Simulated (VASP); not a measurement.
A run of VASP 6.6.1:

Contents of INCAR:

```
PREC = Accurate
ENCUT = 520
EDIFF = 1E-7
ISMEAR = 0
SIGMA = 0.1
LREAL = F
LASPH = T
NELM = 60
ALGO = Normal
ISIF = 2
LWAVE = F
LCHARG = T
GGA = PE
LELF = T
LVHAR = T
NBANDS = 45
```

Contents of KPOINTS:

```
Automatic mesh
0
Gamma
  4 4 4
```

POSCAR

```
HfPb4O
1.0
    0.0000000000      4.1430643000      4.1430643000
    4.1430643000      0.0000000000      4.1430643000
    4.1430643000      4.1430643000      0.0000000000
Hf Pb O
1 4 1
Direct
    0.0000000000      0.0000000000      0.0000000000
    0.8696399600      0.3767866800      0.3767866800
    0.3767866800      0.3767866800      0.3767866800
    0.3767866800      0.8696399600      0.3767866800
    0.3767866800      0.3767866800      0.8696399600
    0.5000000000      0.5000000000      0.5000000000
```

Potentials or basis: VASP PAW PBE potentials, release 64 (Hf_pv, Pb_d, O).

Launch:

```console
$ cat potpaw_PBE.64/Hf_pv/POTCAR potpaw_PBE.64/Pb_d/POTCAR potpaw_PBE.64/O/POTCAR > POTCAR
$ mpirun -np 1 vasp_std > vasp.out
```

Hardware: 1 thread of Intel(R) Xeon(R) Platinum 8259CL CPU @ 2.50GHz (Skylake/Cascade Lake), on a shared host.

**Question.** How long does it take, and how much memory?

**Answer.** Wall time 2.3 min on 1 thread of Intel(R) Xeon(R) Platinum 8259CL CPU @ 2.50GHz (Skylake/Cascade Lake) (shared host), peak memory 0.33 GiB. Counts: scf iterations 19, k points 8.
